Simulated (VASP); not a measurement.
The system is Sc.

```xyz
3
Lattice="5.4761 0.0000 0.0000 -2.7381 4.7425 0.0000 0.0000 0.0000 3.3571" Properties=species:S:1:pos:R:3 pbc="T T T"
Sc    0.0000    0.0000    0.0000
Sc    0.0000    3.1616    1.6785
Sc    2.7381    1.5808    1.6785
```

| Item | Value |
| --- | --- |
| Program | VASP 6.6.1 |
| Task | relaxation of cell and atoms |
| Functional | PBEsol |
| Potentials or basis | VASP PAW PBE potentials, release 64 (Sc_sv) |
| Cutoff | 600 eV |
| k mesh | 6 × 6 × 6 |
| Occupations | gaussian, width 0.1 eV |
| Spin | no spin polarisation |

At the start: pressure -8.3 GPa; volume 29.06 Å³/atom.

Task: How do energy, volume and symmetry change on relaxing?

Result: Over 6 steps the energy falls by 170.8 meV/atom and the volume is 23.59 Å³/atom (-18.8 %); space group P6/mmm (No. 191, to 0.05 Å).

Step by step:
```csv
step,energy change (eV),largest force (eV/Å),pressure (GPa),volume (Å³)
1,0.0000,0.0000,-8.26,87.18
2,-0.5076,0.0000,0.76,69.60
3,-0.5094,0.0000,0.09,70.42
4,-0.5092,0.0000,-0.15,70.73
5,-0.5120,0.0000,-0.18,70.75
6,-0.5125,0.0000,-0.19,70.77
```

Final structure:
```
Sc
1.0
     5.05681    0.00000    0.00000
    -2.52841    4.37933    0.00000
     0.00000    0.00000    3.19554
Sc
3
Direct
  0.00000 0.00000 0.00000
  0.33333 0.66667 0.50000
  0.66667 0.33333 0.50000
```

Caveat: the volume moved by over 15 % at a fixed basis, so the end points are rough; the PAW data sets were made with another functional, which shifts forces and pressure a little.
